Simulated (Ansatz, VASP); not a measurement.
## One calculation of ZnCu, two programs

Contents of INCAR:

```
  PREC = Accurate
  ENCUT = 520
  EDIFF = 1E-6
  ISMEAR = -1
  SIGMA = 0.05
  LREAL = False
  LASPH = True
  NELM = 100
  ALGO = Normal
  ISIF = 2
  LWAVE = False
  LCHARG = False
  GGA = PE
  NBANDS = 18
```

The input KPOINTS:

```
Automatic mesh
0
Gamma
  14 14 14
```

File POSCAR:

```
ZnCu
1.0
    2.9450000000      0.0589000000      0.0000000000
    0.0589000000      2.9450000000      0.0000000000
    0.0000000000      0.0000000000      2.9450000000
Zn Cu
1 1
Direct
    0.5000000000      0.5000000000      0.5000000000
    0.0000000000      0.0000000000      0.0000000000
```

Input for Ansatz:

```yaml
crystal:
  lattice:
    - [2.945, 0.0589, 0.0]
    - [0.0589, 2.945, 0.0]
    - [0.0, 0.0, 2.945]
  atoms:
    - { symbol: Zn, position: [0.5, 0.5, 0.5] }
    - { symbol: Cu, position: [0.0, 0.0, 0.0] }
kpoints:
  mp_grid: { grid: [14, 14, 14] }
scf:
  occupations: { method: fermi_dirac, width: 0.05 }
hamiltonian:
  xc: pbe
  pseudopotentials: { kind: all_electron, lapw: { basis_error: 0.0005 } }
output:
  forces: true
  stress: true
  eigenvalues: true
```

Change from the starting cell: xy shear strain of +4 %.

Alike in both runs: task single point; functional PBE; k mesh 14 × 14 × 14; occupations fermi-dirac, width 0.05 eV; no spin polarisation.

|  | VASP | Ansatz |
| --- | --- | --- |
| version | VASP 6.6.1 | Ansatz 0.2.0 |
| potentials or method | VASP PAW PBE potentials, release 64 (Zn, Cu), cutoff 520 eV | all-electron LAPW, scalar-relativistic |

```tsv
	VASP	Ansatz	Ansatz less VASP
pressure (GPa)	3.0	2.5	-0.53
traceless stress, the component that is largest in VASP (GPa)	-3.96	-3.93	+0.032
```

Ansatz ran all-electron here, and VASP with PAW potentials.
